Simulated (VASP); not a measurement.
CaI: single point with r2SCAN

The system is CaI.

```
CELL_PARAMETERS angstrom
4.13404 0.00000 0.00000
-2.06702 3.58019 0.00000
0.00000 0.00000 4.49880
ATOMIC_POSITIONS crystal
Ca 0.00000 0.00000 0.50000
I 0.66667 0.33333 0.00000
```

| Property | Result |
| --- | --- |
| Program | VASP 6.6.1 |
| Task | single point |
| Functional | r2SCAN |
| Potentials or basis | VASP PAW PBE potentials, release 64 (Ca_sv, I) |
| Cutoff | 520 eV |
| k mesh | 8 × 8 × 7 |
| Occupations | fermi-dirac, width 0.1 eV |
| Spin | no spin polarisation |

```json
{
 "Pressure": "0.1 GPa",
 "Band gap on the k mesh": "zero (an odd number of electrons rules out a gap without spin polarisation)"
}
```

Levels at points of the mesh, in eV from the Fermi level:
```
           k point  band 5  band 6  band 7  band 8  band 9  band 10  band 11  band 12  band 13  band 14
(0.00, 0.00, 0.00)  -16.00   -5.28   -4.15   -4.15   -1.34     0.86     2.47     2.47     2.70     2.70
(0.50, 0.00, 0.00)  -15.45   -6.95   -5.13   -4.66   -0.16     1.42     2.20     2.41     3.16     3.54
```

It took 57 s on 1 thread of Intel(R) Xeon(R) 6975P-C (Granite Rapids), on a shared host, peak memory 0.21 GiB.

Caveat: the PAW data sets were made with another functional, which shifts forces and pressure a little; spin-orbit coupling is left out, which moves the levels of the heavy elements; an odd number of electrons without spin polarisation forces a metal; a magnetic or distorted state may lie lower.
